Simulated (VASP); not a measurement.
# Sc (P6_3/mmc) in VASP: notebook

The runs below take Sc through single point, with PBE.

Everything below comes from runs of VASP 6.6.1. Logs are shortened: lines on timing, memory, paths and dates and some standing lists are left out, and cuts for length are marked.

### 1 The cell of the first run

Symmetry: P6_3/mmc, No. 194, hexagonal system. The conventional cell has a = 3.358 Å, b = 3.358 Å, c = 5.347 Å, α = 90.00°, β = 90.00°, γ = 120.00°. Sc (site symmetry -6m2) has 12 Sc at 3.30 to 3.36 Å within 4.3 Å.

### 2 Single point, PBE (strain +0.015 along x and y, +0.015 along z)

The input, INCAR:

```
SYSTEM = Sc
PREC     = Accurate       ! precision mode
ENCUT    = 520            ! plane-wave cutoff, eV
EDIFF    = 1E-6           ! SCF threshold, eV
ISMEAR   = 0              ! smearing method
SIGMA    = 0.15           ! smearing width, eV
LREAL    = .False.        ! projectors in reciprocal space
LASPH    = .True.         ! aspherical terms in the spheres
NELM     = 80             ! most SCF steps
ALGO     = Fast           ! electronic algorithm
ISIF     = 2              ! what is computed and relaxed
LWAVE    = .False.        ! write WAVECAR
LCHARG   = .False.        ! write CHGCAR
GGA      = PE             ! functional
NBANDS   = 18             ! bands
```

The input, KPOINTS:

```
Automatic mesh
0
Gamma
  18 18 10
  0 0 0
```

The input, POSCAR:

```
Sc
1.0
    3.3584298657      0.0000000000      0.0000000000
   -1.6792149328      2.9084855806      0.0000000000
    0.0000000000      0.0000000000      5.3470200000
Sc
2
Direct
    0.3333333333      0.6666666667      0.2500000000
    0.6666666667      0.3333333333      0.7500000000
```

Potentials or basis: VASP PAW PBE potentials, release 64 (Sc_sv).

Started as:

```console
$ cat potpaw_PBE.64/Sc_sv/POTCAR > POTCAR
$ mpirun -np 1 vasp_std > vasp.out
```

OUTCAR:

```text
SYSTEM = Sc
   PREC = Accurate
   ENCUT = 520
   EDIFF = 1E-6
   ISMEAR = 0
   LREAL = .False.
   LASPH = .True.
   NELM = 80
   ISIF = 2
   GGA = PE

 ion  position               nearest neighbor table
   1  0.333  0.667  0.250-   2 3.30   2 3.30   2 3.30   2 3.30   2 3.30   2 3.30
   2  0.667  0.333  0.750-   1 3.30   1 3.30   1 3.30   1 3.30   1 3.30   1 3.30

  LATTYP: Found a hexagonal cell.
 ALAT       =     3.3584298657
 C/A-ratio  =     1.5921190002

  Lattice vectors:

 A1 = (   3.3584298657,   0.0000000000,   0.0000000000)
 A2 = (  -1.6792149328,   2.9084855806,   0.0000000000)
 A3 = (   0.0000000000,   0.0000000000,   5.3470200000)

Analysis of symmetry for initial positions (statically):
=====================================================================
 Subroutine PRICEL returns:
 Original cell was already a primitive cell.

 Routine SETGRP: Setting up the symmetry group for a
 hexagonal supercell.

 Subroutine GETGRP returns: Found 24 space group operations
 (whereof 12 operations were pure point group operations)
 out of a pool of 24 trial point group operations.

The static configuration has the point symmetry D_3d.
 The point group associated with its full space group is D_6h.

Analysis of symmetry for dynamics (positions and initial velocities):
=====================================================================
 Subroutine PRICEL returns:
 Original cell was already a primitive cell.

 Routine SETGRP: Setting up the symmetry group for a
 hexagonal supercell.

 Subroutine GETGRP returns: Found 24 space group operations
 (whereof 12 operations were pure point group operations)
 out of a pool of 24 trial point group operations.

The dynamic configuration has the point symmetry D_3d.
 The point group associated with its full space group is D_6h.

 Subroutine INISYM returns: Found 24 space group operations
 (whereof 12 operations are pure point group operations),
 and found     1 'primitive' translations

----------------------------------------------------------------------------------------

                                     Primitive cell

  volume of cell :      52.2294

  direct lattice vectors                    reciprocal lattice vectors
     3.358429866  0.000000000  0.000000000     0.297758191  0.171910771  0.000000000
    -1.679214933  2.908485581  0.000000000     0.000000000  0.343821543  0.000000000
     0.000000000  0.000000000  5.347020000     0.000000000  0.000000000  0.187020060

  length of vectors
[... 82 lines left out ...]
   EDIFF  = 0.1E-05   stopping-criterion for ELM
   LREAL  =      F    real-space projection
   EDIFFG = 0.1E-04   stopping-criterion for IOM
   NSW    =      0    number of steps for IOM
   IBRION =     -1    ionic relax: 0-MD 1-quasi-New 2-CG
   NFREE  =      0    steps in history (QN), initial steepest desc. (CG)
   ISIF   =      2    stress and relaxation
   ISYM   =      2    0-nonsym 1-usesym 2-fastsym
   POTIM  = 0.5000    time-step for ionic-motion
   TEBEG  =    0.0;   TEEND  =   0.0 temperature during run
   PSTRESS=    0.0 pullay stress
   NELECT =      22.0000    total number of electrons
   NUPDOWN=      -1.0000    fix difference up-down
   EMIN   =  10.00;   EMAX   =-10.00  energy-range for DOS
   EFERMI =   0.00;   METHOD = LEGACY
   ISMEAR =     0;   SIGMA  =   0.15  broadening in eV -4-tet -1-fermi 0-gaus
   EFERMI_NEDOS =   21; number of points for ismear=-14 and -15
   IALGO  =     68    algorithm
   IMIX   =      4    mixing-type and parameters
     AMIX     =   0.40;   BMIX     =  1.00
     AMIX_MAG =   1.60;   BMIX_MAG =  1.00
  volume/ion in A,a.u.               =      26.11       176.23
  Fermi-wavevector in a.u.,A,eV,Ry     =   1.227187  2.319047 20.490208  1.505988
  Thomas-Fermi vector in A             =   2.362160
   LORBIT       =      0    0 simple, 1 ext, 2 COOP (PROOUT), +10 PAW based schemes
   GGA     = PE    functional components
   LHFCALC =     F    Hartree Fock is set to
   AEXX    =    0.0000 exact exchange contribution
   IVDW    =     0    specifies the selected vdW correction
   LEPSILON=     F    determine dielectric tensor
   LRPA    =     F    only Hartree local field effects (RPA)
 non-spin polarized calculation
 RMM-DIIS sequential band-by-band and
 Gauss-broadening in eV      SIGMA  =   0.15
  energy-cutoff  :      520.00
  volume of cell :       52.23
 maximum number of plane-waves:      1430
 NGX is ok and might be reduce to    28
   NGX = 13   NGY = 13   NGZ = 19

 number of electron      22.0000006 magnetization

 Free energy of the ion-electron system (eV)
  ---------------------------------------------------
  ext. energy  EPLUGINS =         0.00000000
  ---------------------------------------------------
  free energy    TOTEN  =       -12.49349679 eV

  energy without entropy =      -12.44241725  energy(sigma->0) =      -12.46795702

 E-fermi :   3.3510     XC(G=0):  -9.6491

 val. band max:        3.3508939576   @ k =   0.3333   0.1667   0.3000
 cond. band min:       3.3533057951   @ k =   0.3889   0.1667   0.4000
 fundamental gap:      0.0024118375
 Fermi energy:         3.3510363209

 k-point     1 :       0.0000    0.0000    0.0000
  band No.  band energies     occupation
      1     -46.2217      2.00000
      2     -46.1710      2.00000
      3     -24.9945      2.00000
      4     -24.7183      2.00000
      5     -24.7183      2.00000
      6     -24.6690      2.00000
[... 481 lines left out ...]
      5     -24.8487      2.00000
      6     -24.7990      2.00000
[... 10 lines left out ...]
     17       6.8723      0.00000
     18       7.0549      0.00000

 [... further k-points ...]

------------------------ aborting loop because EDIFF is reached ----------------------------------------

  FORCE on cell =-STRESS in cart. coord.  units (eV):
  Direction    XX          YY          ZZ          XY          YZ          ZX
  --------------------------------------------------------------------------------------
  -------------------------------------------------------------------------------------
  Total       -0.7494449     -0.7494449     -1.1770920     -0.0000000     -0.0000000      0.0000000
  in kB      -22.9898058    -22.9898058    -36.1082106     -0.0000000     -0.0000000      0.0000000
  external PRESSURE =     -27.3626074 kB  Pullay stress =       0.0000000 kB

 VOLUME and BASIS-vectors are now :
 -----------------------------------------------------------------------------
  energy-cutoff  :      520.00
  volume of cell :       52.23
      direct lattice vectors                 reciprocal lattice vectors
     3.358429866  0.000000000  0.000000000     0.297758191  0.171910771  0.000000000
    -1.679214933  2.908485581  0.000000000     0.000000000  0.343821543  0.000000000
     0.000000000  0.000000000  5.347020000     0.000000000  0.000000000  0.187020060

 POSITION                                       TOTAL-FORCE (eV/Angst)
 -----------------------------------------------------------------------------------
     -0.00000      1.93899      1.33675         0.000000     -0.000000      0.000000
      1.67921      0.96950      4.01026        -0.000000      0.000000      0.000000
 -----------------------------------------------------------------------------------
    total drift:                                0.000000     -0.000000      0.000000

  FREE ENERGIE OF THE ION-ELECTRON SYSTEM (eV)
  ---------------------------------------------------
  free  energy   TOTEN  =       -12.4934967906 eV

  energy  without entropy=      -12.4424172519  energy(sigma->0) =      -12.46795702
```

stdout:

```text
POSCAR found type information on POSCAR Sc
 POSCAR found :  1 types and       2 ions
 scaLAPACK will be used
 LDA part: xc-table for (Slater+PW92), standard interpolation
 POSCAR, INCAR and KPOINTS ok, starting setup
 FFT: planning ... GRIDC
 FFT: planning ... GRID_SOFT
 FFT: planning ... GRID
 WAVECAR not read
 entering main loop
```

It took 1.9 min on 1 thread of Intel Xeon 6975P-C (Granite Rapids), shared host; peak memory 0.29 GiB.

Results:

* Free energy: -12.4935 eV
* Pressure: -2.7 GPa
* Band gap on the k mesh: zero (bands 11 and 12 overlap by 1.28 eV)

Stress tensor (GPa, compression positive):
```
-2.30  0.00  0.00
 0.00 -2.30  0.00
 0.00  0.00 -3.61
```

Levels at points of the mesh, in eV from the Fermi level:
| k point | band 7 | band 8 | band 9 | band 10 | band 11 | band 12 | band 13 | band 14 | band 15 | band 16 |
| --- | --- | --- | --- | --- | --- | --- | --- | --- | --- | --- |
| (0.00, 0.00, 0.00) | -28.02 | -28.01 | -5.02 | -1.60 | 0.35 | 1.53 | 1.53 | 1.64 | 1.92 | 1.92 |
| (0.50, 0.00, 0.00) | -28.09 | -28.06 | -1.56 | -0.99 | -0.62 | -0.31 | 1.15 | 1.36 | 1.68 | 3.55 |
| (0.00, 0.00, 0.50) | -28.04 | -28.04 | -3.58 | -3.58 | 0.86 | 0.86 | 1.48 | 1.48 | 1.48 | 1.48 |
| (0.50, 0.00, 0.50) | -28.09 | -28.09 | -1.39 | -1.39 | 0.03 | 0.03 | 1.16 | 1.16 | 2.28 | 2.28 |

Caveat: the cell differs from its parent crystal (strain +0.015 along x and y, +0.015 along z).

### 3 Single point, PBE (strain +0.030 along x and y, +0.000 along z)

INCAR is that of step 2.

KPOINTS is that of step 2.

The input, POSCAR:

```
Sc
1.0
    3.4080618342      0.0000000000      0.0000000000
   -1.7040309171      2.9514681261      0.0000000000
    0.0000000000      0.0000000000      5.2680000000
Sc
2
Direct
    0.3333333333      0.6666666667      0.2500000000
    0.6666666667      0.3333333333      0.7500000000
```

Potentials or basis: VASP PAW PBE potentials, release 64 (Sc_sv).

Started as:

```console
$ cat potpaw_PBE.64/Sc_sv/POTCAR > POTCAR
$ mpirun -np 1 vasp_std > vasp.out
```

OUTCAR:

```text
SYSTEM = Sc
   PREC = Accurate
   ENCUT = 520
   EDIFF = 1E-6
   ISMEAR = 0
   LREAL = .False.
   LASPH = .True.
   NELM = 80
   ISIF = 2
   GGA = PE

 ion  position               nearest neighbor table
   1  0.333  0.667  0.250-   2 3.29   2 3.29   2 3.29   2 3.29   2 3.29   2 3.29
   2  0.667  0.333  0.750-   1 3.29   1 3.29   1 3.29   1 3.29   1 3.29   1 3.29

  LATTYP: Found a hexagonal cell.
 ALAT       =     3.4080618342
 C/A-ratio  =     1.5457466021

  Lattice vectors:

 A1 = (   3.4080618342,   0.0000000000,   0.0000000000)
 A2 = (  -1.7040309171,   2.9514681261,   0.0000000000)
 A3 = (   0.0000000000,   0.0000000000,   5.2680000000)

Analysis of symmetry for initial positions (statically):
=====================================================================
 Subroutine PRICEL returns:
 Original cell was already a primitive cell.

 Routine SETGRP: Setting up the symmetry group for a
 hexagonal supercell.

 Subroutine GETGRP returns: Found 24 space group operations
 (whereof 12 operations were pure point group operations)
 out of a pool of 24 trial point group operations.

The static configuration has the point symmetry D_3d.
 The point group associated with its full space group is D_6h.
[... 163 lines left out ...]

 E-fermi :   3.2636     XC(G=0):  -9.5913

 val. band max:        3.2626266791   @ k =   0.3889   0.1667   0.4000
 cond. band min:       3.2704237113   @ k =   0.2222   0.1667   0.1000
 fundamental gap:      0.0077970322
 Fermi energy:         3.2635583378

 k-point     1 :       0.0000    0.0000    0.0000
  band No.  band energies     occupation
      1     -46.3401      2.00000
      2     -46.2867      2.00000
      3     -25.1148      2.00000
      4     -24.8518      2.00000
      5     -24.8518      2.00000
      6     -24.7967      2.00000
[... 481 lines left out ...]
      5     -24.9723      2.00000
      6     -24.9234      2.00000
[... 10 lines left out ...]
     17       6.6901      0.00000
     18       7.0036      0.00000

 [... further k-points ...]

------------------------ aborting loop because EDIFF is reached ----------------------------------------

  FORCE on cell =-STRESS in cart. coord.  units (eV):
  Direction    XX          YY          ZZ          XY          YZ          ZX
  --------------------------------------------------------------------------------------
  -------------------------------------------------------------------------------------
  Total       -1.2012936     -1.2012936     -0.9845198      0.0000000     -0.0000000      0.0000000
  in kB      -36.3218892    -36.3218892    -29.7675911      0.0000000     -0.0000000      0.0000000
  external PRESSURE =     -34.1371232 kB  Pullay stress =       0.0000000 kB

 VOLUME and BASIS-vectors are now :
 -----------------------------------------------------------------------------
  energy-cutoff  :      520.00
  volume of cell :       52.99
      direct lattice vectors                 reciprocal lattice vectors
     3.408061834  0.000000000  0.000000000     0.293421906  0.169407217  0.000000000
    -1.704030917  2.951468126  0.000000000     0.000000000  0.338814433  0.000000000
     0.000000000  0.000000000  5.268000000     0.000000000  0.000000000  0.189825361

 POSITION                                       TOTAL-FORCE (eV/Angst)
 -----------------------------------------------------------------------------------
     -0.00000      1.96765      1.31700        -0.000000      0.000000      0.000000
      1.70403      0.98382      3.95100         0.000000     -0.000000      0.000000
 -----------------------------------------------------------------------------------
    total drift:                                0.000000     -0.000000      0.000000

  FREE ENERGIE OF THE ION-ELECTRON SYSTEM (eV)
  ---------------------------------------------------
  free  energy   TOTEN  =       -12.4811746996 eV

  energy  without entropy=      -12.4313742316  energy(sigma->0) =      -12.45627447
```

Run time: 1.9 min. Hardware: 1 thread of Intel Xeon 6975P-C (Granite Rapids), shared host; peak memory 0.3 GiB.

Results:

- Free energy: -12.4812 eV
- Pressure: -3.4 GPa
- Band gap on the k mesh: zero (bands 11 and 12 overlap by 1.39 eV)

Caveat: the cell differs from its parent crystal (strain +0.030 along x and y, +0.000 along z); the cell stands under tension.

[end of part 1 of 2]
